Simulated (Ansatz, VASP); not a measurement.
One calculation of Na4H, two programs

The input INCAR:

```
SYSTEM = Na4H
PREC     = Accurate       ! precision mode
ENCUT    = 520            ! plane-wave cutoff, eV
EDIFF    = 1E-7           ! SCF threshold, eV
ISMEAR   = 0              ! smearing method
SIGMA    = 0.1            ! smearing width, eV
LREAL    = .FALSE.        ! projectors in reciprocal space
LASPH    = .TRUE.         ! aspherical terms in the spheres
NELM     = 80             ! most SCF steps
ALGO     = Normal         ! electronic algorithm
ISIF     = 2              ! what is computed and relaxed
LWAVE    = .FALSE.        ! write WAVECAR
LCHARG   = .FALSE.        ! write CHGCAR
LDIPOL   = .TRUE.       
IDIPOL   = 3            
DIPOL    = 0.5 0.5 0.286
GGA      = PE             ! functional
NBANDS   = 40             ! bands
```

File KPOINTS:

```
Automatic mesh
0
G
  4 4 1
  0 0 0
```

Contents of POSCAR:

```
Na4H
1.0
    7.2665057608      0.0000000000      0.0000000000
   -2.4221685869      6.8509273320      0.0000000000
    0.0000000000      0.0000000000     20.9665385532
Na H
8 2
Direct
    0.2500000000      0.2500000000      0.1907801800
    0.2500000000      0.7500000000      0.1907801800
    0.7500000000      0.2500000000      0.1907801800
    0.7500000000      0.7500000000      0.1907801800
    0.0000000000      0.0000000000      0.3322693699
    0.0000000000      0.5000000000      0.3322693699
    0.5000000000      0.0000000000      0.3322693699
    0.5000000000      0.5000000000      0.3322693699
   -0.1028692503      0.7500000000      0.3842569689
    0.1028692503      0.7500000000      0.3842569689
```

Input for Ansatz:

```yaml
crystal:
  lattice:
    - [7.2665057608, 0.0, 0.0]
    - [-2.4221685869, 6.850927332, 0.0]
    - [0.0, 0.0, 20.9665385532]
  atoms:
    - { symbol: Na, position: [0.25, 0.25, 0.19078018] }
    - { symbol: Na, position: [0.25, 0.75, 0.19078018] }
    - { symbol: Na, position: [0.75, 0.25, 0.19078018] }
    - { symbol: Na, position: [0.75, 0.75, 0.19078018] }
    - { symbol: Na, position: [0.0, 0.0, 0.3322693699] }
    - { symbol: Na, position: [0.0, 0.5, 0.3322693699] }
    - { symbol: Na, position: [0.5, 0.0, 0.3322693699] }
    - { symbol: Na, position: [0.5, 0.5, 0.3322693699] }
    - { symbol: H, position: [-0.1028692503, 0.75, 0.3842569689] }
    - { symbol: H, position: [0.1028692503, 0.75, 0.3842569689] }
basis:
  ecutwfc: 420
kpoints:
  mp_grid: { grid: [4, 4, 1] }
hamiltonian:
  xc: pbe
scf:
  occupations: { method: gaussian, width: 0.1 }
output:
  forces: true
  eigenvalues: true
efield:
  axis: 3
  dipole_correction: true
  ramp_width: 0.04
```

Alike in both runs: task single point; functional PBE; k mesh 4 × 4 × 1; occupations gaussian, width 0.1 eV; no spin polarisation.

|  | VASP | Ansatz |
| --- | --- | --- |
| version | VASP 6.6.1 | Ansatz 0.2.0 |
| potentials or method | VASP PAW PBE potentials, release 64 (Na_pv, H), cutoff 520 eV | scalar-relativistic, plane waves, PAW |
| valence electrons in the cell | 58 | 74 |

|  | VASP | Ansatz | Ansatz less VASP |
| --- | --- | --- | --- |
| gap on the k mesh at the Fermi level (eV) | none | none | - |
| rms of the force components (eV/Å) | 0.173 | 0.172 | -0.0014 |

Atom by atom the forces differ by 0.003 eV/Å (rms over components). A gap of «none» marks a metal or a gap that the smearing closes. The functional is the same, so the differences come from potentials, cutoffs and numerics. VASP's potentials hold 58 valence electrons a cell and Ansatz's 74, so a difference there can come from the potentials and not from the codes.
